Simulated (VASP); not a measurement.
Wanted: the native input for a VASP 6.6.1 run.

| Quantity | Value |
| --- | --- |
| Task | single point |
| Functional | r2SCAN |
| Potentials or basis | VASP PAW PBE potentials, release 64 (Ru_pv) |
| Cutoff | 520 eV |
| k mesh | 11 × 11 × 6 |
| Occupations | fermi-dirac, width 0.05 eV |
| Spin | no spin polarisation |
| Dipole correction | no |
| Further INCAR settings | ALGO = Normal; EDIFF = 1e-06; NBANDS = 21 |

The system is Ru.

```
Ru
1.0
     2.74141    0.00000    0.00000
    -1.37070    2.37413    0.00000
     0.00000    0.00000    4.33825
Ru
2
Direct
  0.66667 0.33333 0.75000
  0.33333 0.66667 0.25000
```

One way to write it, as run:

POSCAR

```
Ru
1.0
    2.7414067149      0.0000000000      0.0000000000
   -1.3707033574      2.3741278572      0.0000000000
    0.0000000000      0.0000000000      4.3382472512
Ru
2
Direct
    0.6666666667      0.3333333333      0.7500000000
    0.3333333333      0.6666666667      0.2500000000
```

INCAR.step1

```
PREC = Accurate
ENCUT = 520
ISMEAR = -1
SIGMA = 0.05
LREAL = F
LASPH = T
NELM = 80
NBANDS = 21
GGA = PE
ALGO = Normal
EDIFF = 1E-4
LWAVE = T
LCHARG = F
```

INCAR.step2

```
PREC = Accurate
ENCUT = 520
EDIFF = 1E-6
ISMEAR = -1
SIGMA = 0.05
LREAL = F
LASPH = T
NELM = 80
ALGO = Normal
ISIF = 2
LWAVE = F
LCHARG = T
METAGGA = R2SCAN
LMIXTAU = T
LELF = T
LVHAR = T
NBANDS = 21
ISTART = 1
```

KPOINTS

```
Automatic mesh
0
Gamma
  11 11 6
```

Potentials or basis: VASP PAW PBE potentials, release 64 (Ru_pv).

Run with:

```sh
$ cat potpaw_PBE.64/Ru_pv/POTCAR > POTCAR
$ cp INCAR.step1 INCAR
$ mpirun -np 1 vasp_std > vasp.out
$ cp INCAR.step2 INCAR
$ mpirun -np 1 vasp_std > vasp.out
```

It gave:

| Item | Value |
| --- | --- |
| Pressure | -12.5 GPa |
| Band gap on the k mesh | zero (band 14 reaches 13.48 eV, above the bottom of band 15 at 10.47 eV) |

Caveat: the PAW data sets were made with another functional, which shifts forces and pressure a little.

Wall time 60 s on 1 thread of Intel Xeon 6975P-C, on a shared host, peak memory 0.16 GiB.
